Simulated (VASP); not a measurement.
# SrVO3 (Pm-3m) in VASP: electric field gradients with PBE

Aim: the electric field gradients of SrVO3 with PBE.

Program: VASP 6.6.1. These are calculated values, not measurements. Logs are shortened: lines on timing, memory, paths and dates and some standing lists are left out, and cuts for length are marked.

## (1) The cell of the first run

It takes space group Pm-3m (No. 221, cubic). The conventional cell has a = 3.841 Å, b = 3.841 Å, c = 3.841 Å, α = 90.00°, β = 90.00°, γ = 90.00°. Within 3.6 Å of Sr (site symmetry m-3m) lie 12 O at 2.72 Å and 8 V at 3.33 Å. V (site symmetry m-3m) has 6 O at 1.92 Å within 2.5 Å. O (site symmetry 4/mmm) has 2 V at 1.92 Å within 2.5 Å.

## (2) Electric field gradients, PBE, collinear spin, ferromagnetic start

INCAR reads:

```
  ALGO = Normal
  EDIFF = 1E-8
  ENCUT = 520
  GGA = PE
  ISIF = 2
  ISMEAR = -1
  ISPIN = 2
  LASPH = T
  LCHARG = F
  LEFG = T
  LMAXMIX = 4
  LORBIT = 11
  LREAL = F
  LWAVE = F
  MAGMOM = 0 1.5 0 0 0
  NBANDS = 32
  NELM = 150
  PREC = Accurate
  SIGMA = 0.05
```

KPOINTS reads:

```
k-points
0
Gamma
  7 7 7
```

POSCAR reads:

```
SrVO3
1.0
    3.8409000000      0.0000000000      0.0000000000
    0.0000000000      3.8409000000      0.0000000000
    0.0000000000      0.0000000000      3.8409000000
Sr V O
1 1 3
Direct
    0.5000000000      0.5000000000      0.5000000000
    0.0000000000      0.0000000000      0.0000000000
    0.5000000000      0.0000000000      0.0000000000
    0.0000000000      0.5000000000      0.0000000000
    0.0000000000      0.0000000000      0.5000000000
```

Potentials or basis: VASP PAW PBE potentials, release 64 (Sr_sv, V_sv, O).

Command:

```sh
> cat potpaw_PBE.64/Sr_sv/POTCAR potpaw_PBE.64/V_sv/POTCAR potpaw_PBE.64/O/POTCAR > POTCAR
> mpirun -np 1 vasp_std > vasp.out
```

OUTCAR:

```text
EDIFF = 1E-8
   ENCUT = 520
   GGA = PE
   ISIF = 2
   ISMEAR = -1
   ISPIN = 2
   LASPH = T
   LORBIT = 11
   LREAL = F
   NELM = 150
   PREC = Accurate

 ion  position               nearest neighbor table
   1  0.500  0.500  0.500-   3 2.72   4 2.72   5 2.72   3 2.72   4 2.72   3 2.72   5 2.72   3 2.72
                             4 2.72   5 2.72   4 2.72   5 2.72   2 3.33   2 3.33   2 3.33   2 3.33
   2  0.000  0.000  0.000-   3 1.92   4 1.92   5 1.92   5 1.92   4 1.92   3 1.92   1 3.33   1 3.33
                             1 3.33   1 3.33   1 3.33   1 3.33   1 3.33   1 3.33
   3  0.500  0.000  0.000-   2 1.92   2 1.92   1 2.72   1 2.72   1 2.72   1 2.72
   4  0.000  0.500  0.000-   2 1.92   2 1.92   1 2.72   1 2.72   1 2.72   1 2.72
   5  0.000  0.000  0.500-   2 1.92   2 1.92   1 2.72   1 2.72   1 2.72   1 2.72

  LATTYP: Found a simple cubic cell.
 ALAT       =     3.8409000000

  Lattice vectors:

 A1 = (   3.8409000000,   0.0000000000,   0.0000000000)
 A2 = (   0.0000000000,   3.8409000000,   0.0000000000)
 A3 = (   0.0000000000,   0.0000000000,   3.8409000000)

Analysis of symmetry for initial positions (statically):
=====================================================================
 Subroutine PRICEL returns:
 Original cell was already a primitive cell.

 Routine SETGRP: Setting up the symmetry group for a
 simple cubic supercell.

 Subroutine GETGRP returns: Found 48 space group operations
 (whereof 48 operations were pure point group operations)
 out of a pool of 48 trial point group operations.

The static configuration has the point symmetry O_h .

Analysis of symmetry for dynamics (positions and initial velocities):
=====================================================================
 Subroutine PRICEL returns:
 Original cell was already a primitive cell.

 Routine SETGRP: Setting up the symmetry group for a
 simple cubic supercell.

 Subroutine GETGRP returns: Found 48 space group operations
 (whereof 48 operations were pure point group operations)
 out of a pool of 48 trial point group operations.

The dynamic configuration has the point symmetry O_h .

Analysis of structural, dynamic, and magnetic symmetry:
=====================================================================
 Subroutine PRICEL returns:
 Original cell was already a primitive cell.

 Routine SETGRP: Setting up the symmetry group for a
 simple cubic supercell.

 Subroutine GETGRP returns: Found 48 space group operations
 (whereof 48 operations were pure point group operations)
 out of a pool of 48 trial point group operations.

The overall configuration has the point symmetry O_h .

 Subroutine INISYM returns: Found 48 space group operations
 (whereof 48 operations are pure point group operations),
 and found     1 'primitive' translations

----------------------------------------------------------------------------------------

                                     Primitive cell

  volume of cell :      56.6629

  direct lattice vectors                    reciprocal lattice vectors
     3.840900000  0.000000000  0.000000000     0.260355646  0.000000000  0.000000000
     0.000000000  3.840900000  0.000000000     0.000000000  0.260355646  0.000000000
     0.000000000  0.000000000  3.840900000     0.000000000  0.000000000  0.260355646

  length of vectors
     3.840900000  3.840900000  3.840900000     0.260355646  0.260355646  0.260355646

  position of ions in fractional coordinates (direct lattice)
     0.500000000  0.500000000  0.500000000
     0.000000000  0.000000000  0.000000000
     0.500000000  0.000000000  0.000000000
     0.000000000  0.500000000  0.000000000
     0.000000000  0.000000000  0.500000000

[... 91 lines left out ...]
   IALGO  =     38    algorithm
   IMIX   =      4    mixing-type and parameters
     AMIX     =   0.40;   BMIX     =  1.00
     AMIX_MAG =   1.60;   BMIX_MAG =  1.00
  volume/ion in A,a.u.               =      11.33        76.48
  Fermi-wavevector in a.u.,A,eV,Ry     =   1.469726  2.777380 29.389880  2.160095
  Thomas-Fermi vector in A             =   2.585069
   LORBIT       =     11    0 simple, 1 ext, 2 COOP (PROOUT), +10 PAW based schemes
   GGA     = PE    functional components
   LHFCALC =     F    Hartree Fock is set to
   AEXX    =    0.0000 exact exchange contribution
   IVDW    =     0    specifies the selected vdW correction
   LEPSILON=     F    determine dielectric tensor
   LRPA    =     F    only Hartree local field effects (RPA)
 spin polarized calculation
  energy-cutoff  :      520.00
  volume of cell :       56.66
 maximum number of plane-waves:      1551
 NGX is ok and might be reduce to    30
   NGX = 15   NGY = 15   NGZ = 15

 number of electron      41.0000017 magnetization       0.0001038

 number of electron      41.0000017 magnetization      -0.0002541

 Free energy of the ion-electron system (eV)
  ---------------------------------------------------
  ext. energy  EPLUGINS =         0.00000000
  ---------------------------------------------------
  free energy    TOTEN  =       -39.29282800 eV

  energy without entropy =      -39.28105770  energy(sigma->0) =      -39.28694285

 E-fermi :   6.2176     XC(G=0): -11.5752

 val. band max:        6.1882390614   @ k =   0.4286   0.1429   0.1429
 cond. band min:       6.5986706431   @ k =   0.2857   0.2857   0.0000
 fundamental gap:      0.4104315816
 Fermi energy:         6.2175923867

 spin component 1

 k-point     1 :       0.0000    0.0000    0.0000
  band No.  band energies     occupation
      1     -59.5532      1.00000
      2     -33.3886      1.00000
      3     -33.3886      1.00000
      4     -33.3886      1.00000
      5     -28.2586      1.00000
      6     -13.4706      1.00000
[... 689 lines left out ...]
     31      15.3167      0.00000
     32      19.0815      0.00000
 Fermi energy:         6.2175923867

 spin component 2

 k-point     1 :       0.0000    0.0000    0.0000
  band No.  band energies     occupation
      1     -59.5535      1.00000
      2     -33.3888      1.00000
      3     -33.3888      1.00000
      4     -33.3888      1.00000
      5     -28.2586      1.00000
      6     -13.4706      1.00000
[... 689 lines left out ...]
     31      15.3166      0.00000
     32      19.0815      0.00000

------------------------ aborting loop because EDIFF is reached ----------------------------------------

  FORCE on cell =-STRESS in cart. coord.  units (eV):
  Direction    XX          YY          ZZ          XY          YZ          ZX
  --------------------------------------------------------------------------------------
  -------------------------------------------------------------------------------------
  Total        1.1572441      1.1572441      1.1572441      0.0000000      0.0000000      0.0000000
  in kB       32.7217538     32.7217538     32.7217538      0.0000000      0.0000000      0.0000000
  external PRESSURE =      32.7217538 kB  Pullay stress =       0.0000000 kB

 VOLUME and BASIS-vectors are now :
 -----------------------------------------------------------------------------
  energy-cutoff  :      520.00
  volume of cell :       56.66
      direct lattice vectors                 reciprocal lattice vectors
     3.840900000  0.000000000  0.000000000     0.260355646  0.000000000  0.000000000
     0.000000000  3.840900000  0.000000000     0.000000000  0.260355646  0.000000000
     0.000000000  0.000000000  3.840900000     0.000000000  0.000000000  0.260355646

 POSITION                                       TOTAL-FORCE (eV/Angst)
 -----------------------------------------------------------------------------------
      1.92045      1.92045      1.92045         0.000000      0.000000      0.000000
      0.00000      0.00000      0.00000         0.000000      0.000000      0.000000
      1.92045      0.00000      0.00000         0.000000      0.000000      0.000000
      0.00000      1.92045      0.00000         0.000000      0.000000      0.000000
      0.00000      0.00000      1.92045         0.000000      0.000000      0.000000
 -----------------------------------------------------------------------------------
    total drift:                                0.000000     -0.000000      0.000000

  FREE ENERGIE OF THE ION-ELECTRON SYSTEM (eV)
  ---------------------------------------------------
  free  energy   TOTEN  =       -39.2928280031 eV

  energy  without entropy=      -39.2810576960  energy(sigma->0) =      -39.28694285

 Electric field gradients (V/A^2)
---------------------------------------------------------------------
 ion       V_xx      V_yy      V_zz      V_xy      V_xz      V_yz
---------------------------------------------------------------------
   1      -0.000    -0.000     0.000     0.000     0.000     0.000
   2      -0.000     0.000     0.000     0.000    -0.000     0.000
   3      30.188   -15.094   -15.094     0.000     0.000    -0.000
   4     -15.094    30.188   -15.094    -0.000     0.000    -0.000
   5     -15.094   -15.094    30.188     0.000     0.000     0.000
---------------------------------------------------------------------

 Electric field gradients after diagonalization (V/A^2)
 (convention: |V_zz| > |V_xx| > |V_yy|)
----------------------------------------------------------------------
 ion       V_xx      V_yy      V_zz     asymmetry (V_yy - V_xx)/ V_zz
----------------------------------------------------------------------
   1      -0.000    -0.000     0.000       0.869
   2       0.000    -0.000     0.000      -0.175
   3     -15.094   -15.094    30.188       0.000
   4     -15.094   -15.094    30.188       0.000
   5     -15.094   -15.094    30.188       0.000
----------------------------------------------------------------------

           NMR quadrupolar parameters

 Cq : quadrupolar parameter    Cq=e*Q*V_zz/h
 eta: asymmetry parameters     (V_yy - V_xx)/ V_zz
 Q  : nuclear electric quadrupole moment in mb (millibarn)
----------------------------------------------------------------------
 ion       Cq(MHz)       eta       Q (mb)
----------------------------------------------------------------------
   1       0.000       0.869       1.000
   2       0.000      -0.175       1.000
   3       0.073       0.000       1.000
   4       0.073       0.000       1.000
   5       0.073       0.000       1.000
----------------------------------------------------------------------

 total charge

# of ion       s       p       d       tot
------------------------------------------
    1        2.000   5.803   0.219   8.021
    2        2.285   6.349   2.957  11.592
    3        1.565   3.482   0.000   5.047
    4        1.565   3.482   0.000   5.047
    5        1.565   3.482   0.000   5.047
--------------------------------------------------
tot          8.979  22.599   3.176  34.754

 magnetization (x)

# of ion       s       p       d       tot
------------------------------------------
    1        0.000   0.000  -0.000  -0.000
    2       -0.000  -0.000  -0.000  -0.000
    3        0.000   0.000   0.000   0.000
    4        0.000   0.000   0.000   0.000
    5        0.000   0.000   0.000   0.000
--------------------------------------------------
tot         -0.000   0.000  -0.000  -0.000
```

Wall time 4.3 min (1 thread of AMD EPYC 7R13, shared host); peak memory 0.19 GiB.

What came out:

```yaml
Free_energy: -39.2928 eV
Pressure: 3.3 GPa
Net_moment: 0.00 μB per cell
Valence_electrons_inside_the_program's_atomic_spheres: Sr 8.02; V 11.59; O 5.05
```

Electric field gradients, principal values (V/Å²):
| atom | least | middle | greatest (by size) |
| --- | --- | --- | --- |
| 1 Sr | 0.000 | 0.000 | 0.000 |
| 2 V | 0.000 | 0.000 | 0.000 |
| 3 O | -15.094 | -15.094 | 30.188 |
| 4 O | -15.094 | -15.094 | 30.188 |
| 5 O | -15.094 | -15.094 | 30.188 |

Caveat: without QUAD_EFG the Cq values of the log hold for a quadrupole moment of 1 mb, not for the nuclei; semilocal functionals often make such compounds metallic where correlation or magnetic order opens a gap, which also shifts bond lengths. With open d or f shells a metallic result of PBE can be an artefact of self-interaction; +U or a hybrid may open a gap.
